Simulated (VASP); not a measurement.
# NaCl (Fm-3m) in VASP: further runs

NaCl is run at these levels: PBE, PBEsol; tasks: elastic constants, vibrations by perturbation theory.

All numbers are computed with VASP 6.6.1; they aren't measurements. Logs are shortened: lines on timing, memory, paths and dates and some standing lists are left out, and cuts for length are marked.

**1. The cell of the first run**

The structure is cubic, space group Fm-3m (No. 225). The conventional cell has a = 5.588 Å, b = 5.588 Å, c = 5.588 Å, α = 90.00°, β = 90.00°, γ = 90.00°. Within 3.7 Å of Cl (site symmetry m-3m) lie 6 Na at 2.79 Å. Na (site symmetry m-3m) has 6 Cl at 2.79 Å within 3.7 Å.

**2. Elastic constants, PBE**

File INCAR:

```
SYSTEM = NaCl
  PREC = Accurate
  ENCUT = 600
  EDIFF = 1E-8
  ISMEAR = -1
  SIGMA = 0.05
  LREAL = .FALSE.
  LASPH = .TRUE.
  NELM = 100
  ALGO = Normal
  ISIF = 3
  LWAVE = .FALSE.
  LCHARG = .FALSE.
  GGA = PE
  IBRION = 6
  NFREE = 2
  POTIM = 0.015
  NSW = 1
```

File KPOINTS:

```
Automatic mesh
0
G
  6 6 6
  0 0 0
```

File POSCAR:

```
NaCl
1.0
    0.0000000000      2.7940632177      2.7940632177
    2.7940632177      0.0000000000      2.7940632177
    2.7940632177      2.7940632177      0.0000000000
Cl Na
1 1
Direct
    0.5000000000      0.5000000000      0.5000000000
    0.0000000000      0.0000000000      0.0000000000
```

Potentials or basis: VASP PAW PBE potentials, release 64 (Cl, Na_pv).

On the command line:

```console
$ cat potpaw_PBE.64/Cl/POTCAR potpaw_PBE.64/Na_pv/POTCAR > POTCAR
$ mpirun -np 1 vasp_std > vasp.out
```

OUTCAR:

```text
SYSTEM = NaCl
   PREC = Accurate
   ENCUT = 600
   EDIFF = 1E-8
   ISMEAR = -1
   LREAL = .FALSE.
   LASPH = .TRUE.
   NELM = 100
   ISIF = 3
   GGA = PE
   IBRION = 6
   NFREE = 2
   POTIM = 0.015
   NSW = 1

 ion  position               nearest neighbor table
   1  0.500  0.500  0.500-
   2  0.000  0.000  0.000-

  LATTYP: Found a face centered cubic cell.
 ALAT       =     5.5881264354

  Lattice vectors:

 A1 = (   0.0000000000,   2.7940632177,   2.7940632177)
 A2 = (   2.7940632177,   0.0000000000,   2.7940632177)
 A3 = (   2.7940632177,   2.7940632177,   0.0000000000)

Analysis of symmetry for initial positions (statically):
=====================================================================
 Subroutine PRICEL returns:
 Original cell was already a primitive cell.

 Routine SETGRP: Setting up the symmetry group for a
 face centered cubic supercell.

 Subroutine GETGRP returns: Found 48 space group operations
 (whereof 48 operations were pure point group operations)
 out of a pool of 48 trial point group operations.

The static configuration has the point symmetry O_h .

Analysis of symmetry for dynamics (positions and initial velocities):
=====================================================================
 Subroutine PRICEL returns:
 Original cell was already a primitive cell.

 Routine SETGRP: Setting up the symmetry group for a
 face centered cubic supercell.

 Subroutine GETGRP returns: Found 48 space group operations
 (whereof 48 operations were pure point group operations)
 out of a pool of 48 trial point group operations.

The dynamic configuration has the point symmetry O_h .

 Subroutine INISYM returns: Found 48 space group operations
 (whereof 48 operations are pure point group operations),
 and found     1 'primitive' translations

[... 660 lines left out ...]
      5      -1.9543      2.00000
      6      -1.8483      2.00000
      7      -1.0149      2.00000
      8       8.0430      0.00000
      9       8.9115      0.00000
     10       9.7303      0.00000
     11      11.8690      0.00000

 [... further k-points ...]

------------------------ aborting loop because EDIFF is reached ----------------------------------------

  FORCE on cell =-STRESS in cart. coord.  units (eV):
  Direction    XX          YY          ZZ          XY          YZ          ZX
  --------------------------------------------------------------------------------------
  -------------------------------------------------------------------------------------
  Total        0.4268759      0.4239161      0.4239161     -0.0000000      0.0000000      0.0000000
  in kB       15.6773836     15.5686799     15.5686799     -0.0000000      0.0000000      0.0000000
  external PRESSURE =      15.6049144 kB  Pullay stress =       0.0000000 kB
[... 17 lines left out ...]
  FREE ENERGIE OF THE ION-ELECTRON SYSTEM (eV)
  ---------------------------------------------------
  free  energy   TOTEN  =        -6.7659191849 eV

  energy  without entropy=       -6.7659191849  energy(sigma->0) =       -6.76591918

 INTERNAL STRAIN TENSORS FROM STRAINED CELLS
 ============================================

 INTERNAL STRAIN TENSOR FOR ION    1 for displacements in x,y,z  (eV/Angst):
          X           Y           Z          XY          YZ          ZX
  --------------------------------------------------------------------------------
  x     0.00000    -0.00000     0.00000     0.00000     0.00000    -0.00000
  y     0.00000     0.00000    -0.00000    -0.00000    -0.00000     0.00000
  z     0.00000     0.00000    -0.00000     0.00000     0.00000     0.00000

 INTERNAL STRAIN TENSORS FROM DISPLACED ATOMS
 ============================================

 INTERNAL STRAIN TENSOR FOR ION    1 for displacements in x,y,z  (eV/Angst):
          X           Y           Z          XY          YZ          ZX
  --------------------------------------------------------------------------------
  x     0.00000     0.00000     0.00000     0.00000     0.00000     0.00000
  y     0.00000     0.00000     0.00000     0.00000     0.00000     0.00000
  z     0.00000     0.00000     0.00000     0.00000     0.00000     0.00000

 INTERNAL STRAIN TENSOR FOR ION    2 for displacements in x,y,z  (eV/Angst):
          X           Y           Z          XY          YZ          ZX
  --------------------------------------------------------------------------------
  x     0.00000     0.00000     0.00000     0.00000     0.00000     0.00000
  y     0.00000     0.00000     0.00000     0.00000     0.00000     0.00000
  z     0.00000     0.00000     0.00000     0.00000     0.00000     0.00000

 Eigenvectors and eigenvalues of the dynamical matrix
 ----------------------------------------------------

   1 f  =    5.284001 THz    33.200356 2PiTHz  176.255291 cm-1    21.852861 meV
             X         Y         Z           dx          dy          dz
      2.794063  2.794063  2.794063    -0.623688   -0.000000   -0.000000
      0.000000  0.000000  0.000000     0.781673    0.000000    0.000000
[... 21 lines left out ...]
   6 f/i=    0.023756 THz     0.149264 2PiTHz    0.792420 cm-1     0.098248 meV
             X         Y         Z           dx          dy          dz
      2.794063  2.794063  2.794063     0.000000    0.000000    0.781673
      0.000000  0.000000  0.000000     0.000000    0.000000    0.623688

--------------------------------------------------------------------------------------------------------

 ELASTIC MODULI CONTR FROM IONIC RELAXATION (kBar)
 Direction    XX          YY          ZZ          XY          YZ          ZX
 --------------------------------------------------------------------------------
 XX           0.0000      0.0000      0.0000      0.0000      0.0000      0.0000
 YY           0.0000      0.0000      0.0000      0.0000      0.0000      0.0000
 ZZ           0.0000      0.0000      0.0000      0.0000      0.0000      0.0000
 XY           0.0000      0.0000      0.0000      0.0000      0.0000      0.0000
 YZ           0.0000      0.0000      0.0000      0.0000      0.0000      0.0000
 ZX           0.0000      0.0000      0.0000      0.0000      0.0000      0.0000
 --------------------------------------------------------------------------------

 TOTAL ELASTIC MODULI (kBar)
 Direction    XX          YY          ZZ          XY          YZ          ZX
 --------------------------------------------------------------------------------
 XX         623.5992    127.5622    127.5622     -0.0000      0.0000      0.0000
 YY         127.5622    623.5992    127.5622      0.0000     -0.0000      0.0000
 ZZ         127.5622    127.5622    623.5992      0.0000     -0.0000     -0.0000
 XY          -0.0000      0.0000      0.0000    127.2251      0.0000      0.0000
 YZ           0.0000     -0.0000     -0.0000      0.0000    127.2251      0.0000
 ZX           0.0000      0.0000     -0.0000      0.0000      0.0000    127.2251
 --------------------------------------------------------------------------------
```

stdout:

```text
POSCAR found type information on POSCAR ClNa
 POSCAR found :  2 types and       2 ions
 scaLAPACK will be used
 LDA part: xc-table for (Slater+PW92), standard interpolation
 POSCAR, INCAR and KPOINTS ok, starting setup
 FFT: planning ... GRIDC
 FFT: planning ... GRID_SOFT
 FFT: planning ... GRID
 WAVECAR not read
 entering main loop
 Found     2 degrees of freedom:
 Adding 6 more for cell shape distortion
 Finite differences POTIM= 0.01500 DOF=   8
 bond charge predicted
 Finite differences progress:
 bond charge predicted
 Finite differences progress:
 bond charge predicted
 Finite differences progress:
 bond charge predicted
 Finite differences progress:
 bond charge predicted
 Finite differences progress:
 bond charge predicted
 Finite differences progress:
 bond charge predicted
 Finite differences progress:
 bond charge predicted
 Finite differences progress:
 bond charge predicted
 Finite differences progress:
 bond charge predicted
 Finite differences progress:
 bond charge predicted
 Finite differences progress:
 bond charge predicted
 Finite differences progress:
 bond charge predicted
 Finite differences progress:
 bond charge predicted
 Finite differences progress:
 bond charge predicted
 Finite differences progress:
 bond charge predicted
 Finite differences progress:
```

Wall time 3.8 min (1 thread of Intel Xeon Platinum 8259CL at 2.50GHz (Skylake/Cascade Lake), shared host); peak memory 0.21 GiB.

What came out:

| Quantity | Value |
| --- | --- |
| Elastic constants C11, C12, C44 | 62, 13, 13 GPa |
| Voigt bulk modulus | 29 GPa |
| Highest phonon frequency at Γ, LO-TO splitting left out | 176 cm⁻¹ |

Phonon frequencies in cm⁻¹ (negative: imaginary):
```
              q point           frequencies
(0.000, 0.000, 0.000)  -1 -1 -1 176 176 176
```

Elastic tensor in Voigt notation (GPa, in the Cartesian axes of the cell as first typed):
```
62 13 13  0  0  0
13 62 13  0  0  0
13 13 62  0  0  0
 0  0  0 13  0  0
 0  0  0  0 13  0
 0  0  0  0  0 13
```

Clamped-ion elastic tensor (GPa):
```
62 13 13  0  0  0
13 62 13  0  0  0
13 13 62  0  0  0
 0  0  0 13  0  0
 0  0  0  0 13  0
 0  0  0  0  0 13
```

Caveat: the cell is under stress, which shifts elastic constants.

**3. Vibrations by perturbation theory, PBEsol**

File INCAR:

```
ALGO = Normal
EDIFF = 1E-8
ENCUT = 520
GGA = PS
IBRION = 8
ISIF = 2
ISMEAR = -1
LASPH = True
LCHARG = False
LREAL = False
LWAVE = False
NBANDS = 14
NELM = 80
NSW = 1
PREC = Accurate
SIGMA = 0.05
```

File KPOINTS:

```
k-points
0
Gamma
  6 6 6
```

POSCAR is that of step 2.

Potentials or basis: VASP PAW PBE potentials, release 64 (Cl, Na_pv).

On the command line:

```console
$ cat potpaw_PBE.64/Cl/POTCAR potpaw_PBE.64/Na_pv/POTCAR > POTCAR
$ mpirun -np 1 vasp_std > vasp.out
```

OUTCAR:

```text
EDIFF = 1E-8
   ENCUT = 520
   GGA = PS
   IBRION = 8
   ISIF = 2
   ISMEAR = -1
   LASPH = True
   LREAL = False
   NELM = 80
   NSW = 1
   PREC = Accurate

 ion  position               nearest neighbor table
   1  0.500  0.500  0.500-
   2  0.000  0.000  0.000-

  LATTYP: Found a face centered cubic cell.
 ALAT       =     5.5881264354

  Lattice vectors:

 A1 = (   0.0000000000,   2.7940632177,   2.7940632177)
 A2 = (   2.7940632177,   0.0000000000,   2.7940632177)
[... 514 lines left out ...]
               1X          1Y          1Z          2X          2Y          2Z
  1X    -1.499768    0.000000    0.000000    1.499768    0.000000    0.000000
  1Y     0.000000   -1.499768    0.000000    0.000000    1.499768    0.000000
  1Z     0.000000    0.000000   -1.499768    0.000000    0.000000    1.499768
  2X     1.515397    0.000000    0.000000   -1.515397    0.000000    0.000000
  2Y     0.000000    1.515397    0.000000    0.000000   -1.515397    0.000000
  2Z     0.000000    0.000000    1.515397    0.000000    0.000000   -1.515397

 Eigenvectors and eigenvalues of the dynamical matrix
 ----------------------------------------------------

   1 f  =    5.142838 THz    32.313405 2PiTHz  171.546613 cm-1    21.269060 meV
             X         Y         Z           dx          dy          dz
      2.794063  2.794063  2.794063     0.625224   -0.000000    0.000000
      0.000000  0.000000  0.000000    -0.780445    0.000000    0.000000
[... 21 lines left out ...]
   6 f/i=    0.013008 THz     0.081733 2PiTHz    0.433906 cm-1     0.053798 meV
             X         Y         Z           dx          dy          dz
      2.794063  2.794063  2.794063     0.771323   -0.112589    0.038459
      0.000000  0.000000  0.000000     0.617916   -0.090196    0.030810

--------------------------------------------------------------------------------------------------------

 ELASTIC MODULI CONTR FROM IONIC RELAXATION (kBar)
 Direction    XX          YY          ZZ          XY          YZ          ZX
 --------------------------------------------------------------------------------
 XX           0.0000      0.0000      0.0000      0.0000      0.0000      0.0000
 YY           0.0000      0.0000      0.0000      0.0000      0.0000      0.0000
 ZZ           0.0000      0.0000      0.0000      0.0000      0.0000      0.0000
 XY           0.0000      0.0000      0.0000      0.0000      0.0000      0.0000
 YZ           0.0000      0.0000      0.0000      0.0000      0.0000      0.0000
 ZX           0.0000      0.0000      0.0000      0.0000      0.0000      0.0000
 --------------------------------------------------------------------------------
```

OSZICAR:

```text
N       E                     dE             d eps       ncg     rms          rms(c)
DAV:   1     0.103062722421E+03    0.10306E+03   -0.70207E+03   448   0.100E+03
DAV:   2     0.148304315056E+01   -0.10158E+03   -0.94814E+02   502   0.274E+02
DAV:   3    -0.701297727884E+01   -0.84960E+01   -0.84354E+01   568   0.735E+01
DAV:   4    -0.715544658509E+01   -0.14247E+00   -0.14241E+00   532   0.102E+01
[... 44 lines left out ...]
RMM:   8    -0.162388919986E+00   -0.11006E-05   -0.22668E-08  1657   0.718E-04    0.722E-05
RMM:   9    -0.162389153825E+00   -0.23384E-06   -0.58025E-09  1841   0.390E-04    0.253E-05
RMM:  10    -0.162389078194E+00    0.75631E-07    0.15318E-09  1805   0.221E-04    0.576E-06
RMM:  11    -0.162389096189E+00   -0.17995E-07    0.91824E-09  1944   0.152E-04    0.496E-06
RMM:  12    -0.162389104590E+00   -0.84019E-08    0.34078E-09  1728   0.113E-04    0.298E-06
 Linear response finished
```

stdout:

```text
POSCAR found type information on POSCAR ClNa
 POSCAR found :  2 types and       2 ions
 scaLAPACK will be used
 -----------------------------------------------------------------------------
|                                                                             |
|                                                                             |
|     You enforced a specific xc type in the INCAR file but a different       |
|     I HOPE YOU KNOW WHAT YOU ARE DOING!                                     |
|                                                                             |
 -----------------------------------------------------------------------------

 LDA part: xc-table for (Slater+PW92), standard interpolation
 POSCAR, INCAR and KPOINTS ok, starting setup
 FFT: planning ... GRIDC
 FFT: planning ... GRID_SOFT
 FFT: planning ... GRID
 WAVECAR not read
 entering main loop
 Linear response reoptimize wavefunctions to high precision
 Linear response DOF=           2
 Linear response progress:
 first order change of Fermi-energy   0.54597E-04
 force on displaced ion       1 direction 1 :  -1.500   0.000   0.000
 Linear response progress:
 first order change of Fermi-energy  -0.21891E-04
 force on displaced ion       2 direction 1 :  -1.515   0.000   0.000
 Linear response finished
```

Wall time 2.5 min (1 thread of Intel Xeon 8259CL, shared host); peak memory 0.21 GiB.

Results:

| Property | Result |
| --- | --- |
| Highest phonon frequency at Γ, LO-TO splitting left out | 172 cm⁻¹ |

Phonon frequencies in cm⁻¹ (negative: imaginary):
| q point | frequencies |
| --- | --- |
| (0.000, 0.000, 0.000) | 0 0 0 172 172 172 |

Caveat: the PAW data sets were made with another functional, which shifts forces and pressure a little.

**4. Elastic constants, PBEsol**

File INCAR:

```
PREC = Accurate ; ENCUT = 600
EDIFF = 1E-8 ; ISMEAR = -1
SIGMA = 0.05 ; LREAL = False
LASPH = True ; NELM = 100
ALGO = Normal ; ISIF = 3
LWAVE = False ; LCHARG = True
GGA = PS ; NBANDS = 14
IBRION = 6 ; NFREE = 2
POTIM = 0.015 ; NSW = 1
```

File KPOINTS:

```
Automatic mesh
0
Gamma
  6 6 6
```

POSCAR is that of step 3.

On the command line:

```console
$ cat potpaw_PBE.64/Cl/POTCAR potpaw_PBE.64/Na_pv/POTCAR > POTCAR
$ mpirun -np 1 vasp_std > vasp.out
```

Run time: 7.2 min. Hardware: 1 thread of Intel Xeon 8259CL, shared host; peak memory 0.23 GiB.

The run converged. Its results:

```
Elastic constants C11, C12, C44                         : 58, 12, 12 GPa
Voigt bulk modulus                                      : 27 GPa
Highest phonon frequency at Γ, LO-TO splitting left out : 172 cm⁻¹
```

Phonon frequencies in cm⁻¹ (negative: imaginary):
| q point | frequencies |
| --- | --- |
| (0.000, 0.000, 0.000) | 0 0 0 172 172 172 |

Elastic tensor in Voigt notation (GPa, in the Cartesian axes of the cell as first typed):
```
58 12 12  0  0  0
12 58 12  0  0  0
12 12 58  0  0  0
 0  0  0 12  0  0
 0  0  0  0 12  0
 0  0  0  0  0 12
```

Clamped-ion elastic tensor (GPa):
```
58 12 12  0  0  0
12 58 12  0  0  0
12 12 58  0  0  0
 0  0  0 12  0  0
 0  0  0  0 12  0
 0  0  0  0  0 12
```

Caveat: the PAW data sets were made with another functional, which shifts forces and pressure a little.
